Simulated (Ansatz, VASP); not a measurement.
# O in VASP and in Ansatz

File INCAR:

```
PREC = Accurate ; ENCUT = 520
EDIFF = 1E-6 ; ISMEAR = -1
SIGMA = 0.02 ; LREAL = F
LASPH = T ; NELM = 100
ALGO = Normal ; ISIF = 2
LWAVE = F ; LCHARG = F
GGA = PS ; NBANDS = 13
```

The input KPOINTS:

```
regular mesh
0
Gamma
  10 10 10
```

File POSCAR:

```
O
1.0
    1.4518160025      0.8382063598      3.4083000000
   -1.4518160025      0.8382063598      3.4083000000
    0.0000000000     -1.6764127197      3.4083000000
O
2
Direct
    0.0577000000      0.0577000000      0.0577000000
    0.9423000000      0.9423000000      0.9423000000
```

Input for Ansatz:

```yaml
crystal:
  lattice:
    - [1.4518160025, 0.8382063598, 3.4083]
    - [-1.4518160025, 0.8382063598, 3.4083]
    - [0.0, -1.6764127197, 3.4083]
  atoms:
    - { symbol: O, position: [0.0577, 0.0577, 0.0577] }
    - { symbol: O, position: [0.9423, 0.9423, 0.9423] }
kpoints:
  mp_grid: { grid: [10, 10, 10] }
  band_path:
    path:
      - [0.0, 0.0, 0.0]
      - [0.5, 0.5, 0.5]
      - [0.7930119879, 0.2069880121, 0.5]
      - [0.5, -0.2069880121, 0.2069880121]
      - [0.5, 0.0, 0.0]
      - [0.0, 0.0, 0.0]
      - [0.3534940061, -0.3534940061, 0.0]
      - [0.6465059939, 0.0, 0.3534940061]
      - [0.5, 0.0, 0.5]
    npoints: 5
scf:
  occupations: { method: fermi_dirac, width: 0.02 }
hamiltonian:
  xc: pbesol
  pseudopotentials: { kind: all_electron, lapw: { basis_error: 0.0005 } }
output:
  forces: true
  stress: true
  eigenvalues: true
```

Change from the starting cell: equal xx and yy strain of +2 %.

Alike in both runs: task single point; functional PBEsol; k mesh 10 × 10 × 10; occupations fermi-dirac, width 0.02 eV; no spin polarisation.

|  | VASP | Ansatz |
| --- | --- | --- |
| version | VASP 6.6.1 | Ansatz 0.2.0 |
| potentials or method | VASP PAW PBE potentials, release 64 (O), cutoff 520 eV | all-electron LAPW, scalar-relativistic |

VASP gave:

* pressure (GPa): 5.6
* traceless stress, the component that is largest in VASP (GPa): 28.17
* rms of the force components (eV/Å): 2.291

Question: What did Ansatz give for the same quantities?

Answer: Pressure (GPa): 1.7; traceless stress, the component that is largest in VASP (GPa): 19.70; rms of the force components (eV/Å): 1.313.

VASP's potentials were made for PBE, not for PBEsol. Atom by atom the forces differ by 0.978 eV/Å (rms over components). Ansatz ran all-electron here, and VASP with PAW potentials.

Noted on VASP's run: the standard files for N, O and F lose accuracy on very short bonds; spin is off for a triplet molecule.
